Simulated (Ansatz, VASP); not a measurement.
**One calculation of PbF2, two programs**

Contents of INCAR:

```
SYSTEM = PbF2
PREC = Accurate ; ENCUT = 520
EDIFF = 1E-6 ; ISMEAR = 0
SIGMA = 0.05 ; LREAL = .FALSE.
LASPH = .TRUE. ; NELM = 100
ALGO = Normal ; ISIF = 2
LWAVE = .FALSE. ; LCHARG = .FALSE.
GGA = PS ; NBANDS = 21
```

The input KPOINTS:

```
Automatic mesh
0
G
  8 8 8
  0 0 0
```

The input POSCAR:

```
PbF2
1.0
    0.0000000000      2.7947358504      3.3536830204
    2.7947358504      0.0000000000      3.3536830204
    2.7947358504      2.7947358504      0.0000000000
Pb F
1 2
Direct
    0.0000000000      0.0000000000      0.0000000000
    0.2500000000      0.2500000000      0.2500000000
    0.7500000000      0.7500000000      0.7500000000
```

Input for Ansatz:

```yaml
crystal:
  lattice:
    - [0.0, 2.7947358504, 3.3536830204]
    - [2.7947358504, 0.0, 3.3536830204]
    - [2.7947358504, 2.7947358504, 0.0]
  atoms:
    - { symbol: Pb, position: [0.0, 0.0, 0.0] }
    - { symbol: F, position: [0.25, 0.25, 0.25] }
    - { symbol: F, position: [0.75, 0.75, 0.75] }
basis:
  ecutwfc: 420
kpoints:
  mp_grid: { grid: [8, 8, 8] }
hamiltonian:
  xc: pbesol
scf:
  occupations: { method: gaussian, width: 0.05 }
output:
  forces: true
  stress: true
  eigenvalues: true
```

Alike in both runs: task single point; functional PBEsol; k mesh 8 × 8 × 8; occupations gaussian, width 0.05 eV; no spin polarisation.

|  | VASP | Ansatz |
| --- | --- | --- |
| version | VASP 6.6.1 | Ansatz 0.2.0 |
| potentials or method | VASP PAW PBE potentials, release 64 (Pb_d, F), cutoff 520 eV | scalar-relativistic, plane waves, PAW |
| valence electrons in the cell | 28 | 28 |

|  | VASP | Ansatz | Ansatz less VASP |
| --- | --- | --- | --- |
| gap on the k mesh at the Fermi level (eV) | 3.52 | 3.53 | +0.005 |
| least direct gap on the mesh (eV) | 4.37 | 4.38 | +0.005 |
| pressure (GPa) | -2.8 | -2.6 | +0.22 |
| traceless stress, the component that is largest in VASP (GPa) | -7.66 | -7.66 | -0.005 |

VASP's potentials were made for PBE, not for PBEsol.

Neither program's run includes spin-orbit coupling.
